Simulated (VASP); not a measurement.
Wanted: the native input for a VASP 6.6.1 run.

* Task: relaxation of cell and atoms
* Functional: PBEsol
* Potentials or basis: VASP PAW PBE potentials, release 64 (Hf_pv, Mo_sv, C)
* Cutoff: 600 eV
* k mesh: 14 × 14 × 10
* Occupations: gaussian, width 0.1 eV
* Spin: no spin polarisation
* Dipole correction: no
* Further INCAR settings: ALGO = Normal; EDIFF = 1e-06; IBRION = 2; EDIFFG = -0.005; NSW = 100; ISIF = 3

The structure of HfMoC2 lies in POSCAR:

```
HfMoC2
1.0
    3.1530361228      0.0000000000      0.0000000000
    0.0000000000      3.1530361228      0.0000000000
    0.0000000000      0.0000000000      4.4652359400
Hf Mo C
1 1 2
Direct
    0.0000000000      0.0000000000      0.0000000000
    0.5000000000      0.5000000000      0.5000000000
    0.0000000000      0.0000000000      0.5000000000
    0.5000000000      0.5000000000      0.0000000000
```

One way to write it, as run:

INCAR

```
SYSTEM = HfMoC2
PREC = Accurate
ENCUT = 600
EDIFF = 1E-6
ISMEAR = 0
SIGMA = 0.1
LREAL = .FALSE.
LASPH = .TRUE.
NELM = 80
ALGO = Normal
ISIF = 3
LWAVE = .FALSE.
LCHARG = .FALSE.
GGA = PS
IBRION = 2
NSW = 100
EDIFFG = -0.005
```

KPOINTS

```
Automatic mesh
0
G
  14 14 10
  0 0 0
```

Potentials or basis: VASP PAW PBE potentials, release 64 (Hf_pv, Mo_sv, C).

Command:

```sh
$ cat potpaw_PBE.64/Hf_pv/POTCAR potpaw_PBE.64/Mo_sv/POTCAR potpaw_PBE.64/C/POTCAR > POTCAR
$ mpirun -np 1 vasp_std > vasp.out
```

Results of the run:

| Property | Result |
| --- | --- |
| Relaxed volume | 11.06 Å³/atom |
| Relaxed cell | a = 3.157 Å, b = 3.157 Å, c = 4.439 Å, α = 90.00°, β = 90.00°, γ = 90.00° |
| Space group after relaxing (to 0.05 Å) | P4/mmm (No. 123) |
| Energy gained by relaxing | 0.8 meV/atom |
| Ionic steps | 5 |
| Pressure after relaxing | 0.0 GPa |
| Band gap on the k mesh | zero (band 16 reaches 10.85 eV, above the bottom of band 17 at 8.13 eV) |

Caveat: the PAW data sets were made with another functional, which shifts forces and pressure a little; spin-orbit coupling is left out, which moves the levels of the heavy elements.

Wall time 8.4 min on 1 thread of Intel Xeon 6975P-C, on a shared host, peak memory 0.4 GiB.
